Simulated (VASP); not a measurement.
# Au: relaxation of cell and atoms with PBE+D4

Au:

```
Au
1.0
     0.00000    2.03500    2.03500
     2.03500    0.00000    2.03500
     2.03500    2.03500    0.00000
Au
1
Cartesian
  0.0000 0.0000 0.0000
```

```json
{"Program": "VASP 6.6.1", "Task": "relaxation of cell and atoms", "Functional": "PBE", "Dispersion": "D4", "Potentials or basis": "VASP PAW PBE potentials, release 64 (Au)", "Cutoff": "600 eV", "k mesh": "11 × 11 × 11", "Occupations": "fermi-dirac, width 0.05 eV", "Spin": "no spin polarisation", "Dipole correction": "no", "Further INCAR settings": "ALGO = Normal; EDIFF = 1e-06; IBRION = 2; EDIFFG = -0.005; NSW = 80; ISIF = 3"}
```

| Item | Value |
| --- | --- |
| Relaxed volume | 17.30 Å³/atom |
| Relaxed cell | a = 2.903 Å, b = 2.903 Å, c = 2.903 Å, α = 60.00°, β = 60.00°, γ = 60.00° |
| Space group after relaxing (to 0.05 Å) | Fm-3m (No. 225) |
| Energy gained by relaxing | 6.0 meV/atom |
| Ionic steps | 3 |
| Pressure after relaxing | 0.0 GPa |
| Dispersion energy per atom | -0.669 eV |

The path:
```
step  energy change (eV)  largest force (eV/Å)  pressure (GPa)  volume (Å³)
   1              0.0000                0.0000            4.53        16.85
   2              0.0092                0.0000           -6.17        18.05
   3             -0.0060                0.0000           -0.04        17.30
```

Final structure:
```cif
data_structure
_symmetry_space_group_name_H-M 'P 1'
_symmetry_Int_Tables_number 1
_cell_length_a 2.9029
_cell_length_b 2.9029
_cell_length_c 2.9029
_cell_angle_alpha 60.000
_cell_angle_beta 60.000
_cell_angle_gamma 60.000
_cell_volume 17.30
loop_
_atom_site_label
_atom_site_type_symbol
_atom_site_fract_x
_atom_site_fract_y
_atom_site_fract_z
_atom_site_occupancy
Au1 Au 0.00000 0.00000 0.00000 1
```

Levels at points of the mesh, in eV from the Fermi level:
```csv
k point,band 4,band 5,band 6,band 7,band 8,band 9
"(0.00, 0.00, 0.00)",-4.67,-3.19,-3.19,14.49,18.40,18.40
```

Wall time 28 s on 1 thread of Intel Xeon 8259CL, with other jobs on the host, peak memory 0.15 GiB.

Caveat: spin-orbit coupling is left out, which moves the levels of the heavy elements; pairwise dispersion overbinds metals, which lowers pressure and volume. Zero-point motion and thermal expansion aren't in these numbers.
